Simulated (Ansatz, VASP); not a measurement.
**Ga in VASP and in Ansatz**

```
Ga
1.0
     2.33547   -3.90909    0.00000
     2.33547    3.90909    0.00000
     0.00000    0.00000    4.58560
Ga
4
Direct
  0.84394 0.15606 0.08268
  0.65606 0.34394 0.58268
  0.15606 0.84394 0.91732
  0.34394 0.65606 0.41732
```

Alike in both runs: task single point; functional revPBE; k mesh 10 × 10 × 9; occupations fermi-dirac, width 0.1 eV; no spin polarisation.

```csv
,VASP,Ansatz
version,VASP 6.6.1,Ansatz 0.2.0
potentials or method,"VASP PAW PBE potentials, release 64 (Ga_d), cutoff 520 eV","plane waves (420 eV) with PAW, scalar-relativistic"
valence electrons in the cell,52,52
```

```tsv
	VASP	Ansatz	Ansatz less VASP
pressure (GPa)	0.1	0.0	-0.17
traceless stress, the component that is largest in VASP (GPa)	0.22	0.23	+0.001
```

VASP's potentials were made for PBE, not for revPBE. With one functional, cell and mesh, what is left measures potentials, basis and numerics.
